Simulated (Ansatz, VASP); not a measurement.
**Two plane-wave programs on SnSe2**

The input INCAR:

```
ALGO = Normal ; EDIFF = 1E-6
ENCUT = 520 ; GGA = PE
ISIF = 2 ; ISMEAR = -1
LASPH = True ; LCHARG = False
LREAL = False ; LWAVE = False
NBANDS = 20 ; NELM = 60
PREC = Accurate ; SIGMA = 0.05
```

KPOINTS

```
k-points
0
Gamma
  7 7 4
```

The input POSCAR:

```
SnSe2
1.0
    3.8110000000      0.0000000000      0.0000000000
   -1.9055000000      3.3004228138      0.0000000000
    0.0000000000      0.0000000000      5.8905600000
Sn Se
1 2
Direct
    0.0000000000      0.0000000000      0.0000000000
    0.6666666667      0.3333333333      0.7510000000
    0.3333333333      0.6666666667      0.2490000000
```

The input input.yaml:

```yaml
crystal:
  lattice:
    - [3.811, 0.0, 0.0]
    - [-1.9055, 3.3004228138, 0.0]
    - [0.0, 0.0, 5.89056]
  atoms:
    - { symbol: Sn, position: [0.0, 0.0, 0.0] }
    - { symbol: Se, position: [0.6666666667, 0.3333333333, 0.751] }
    - { symbol: Se, position: [0.3333333333, 0.6666666667, 0.249] }
hamiltonian:
  xc: pbe
  pseudopotentials: { kind: paw }
kpoints:
  mp_grid: { grid: [7, 7, 4] }
  band_path:
    path:
      - [[0.0, 0.0, 0.0], [0.5, 0.0, 0.0], [0.3333333333, 0.3333333333, 0.0], [0.0, 0.0, 0.0], [0.0, 0.0, 0.5], [0.5, 0.0, 0.5], [0.3333333333, 0.3333333333, 0.5], [0.0, 0.0, 0.5]]
      - [[0.5, 0.0, 0.5], [0.5, 0.0, 0.0]]
      - [[0.3333333333, 0.3333333333, 0.0], [0.3333333333, 0.3333333333, 0.5]]
    npoints: 14
scf:
  occupations: { method: fermi_dirac, width: 0.05 }
  n_extra_bands: 7
output:
  forces: true
  stress: true
  eigenvalues: true
  fatbands: true
```

Alike in both runs: functional PBE; k mesh 7 × 7 × 4; occupations fermi-dirac, width 0.05 eV; no spin polarisation.

```csv
,VASP,Ansatz
version,VASP 6.6.1,Ansatz 0.2.0
potentials or method,"VASP PAW PBE potentials, release 64 (Sn_d, Se)",Ansatz PAW
plane-wave cutoff (eV),520,420
valence electrons in the cell,26,46
task,single point,band structure
```

Ansatz gave:

```
gap on the k mesh at the Fermi level (eV)                     : 0.57
least direct gap on the mesh (eV)                             : 0.80
pressure (GPa)                                                : 9.1
traceless stress, the component that is largest in VASP (GPa) : 2.22
rms of the force components (eV/Å)                            : 0.662
```

Q: Which values does VASP return?

A: gap on the k mesh at the Fermi level (eV): 0.56; least direct gap on the mesh (eV): 0.79; pressure (GPa): 9.2; traceless stress, the component that is largest in VASP (GPa): 2.21; rms of the force components (eV/Å): 0.671.

Atom by atom the forces differ by 0.009 eV/Å (rms over components). VASP's potentials hold 26 valence electrons a cell and Ansatz's 46, so a difference there can come from the potentials and not from the codes.
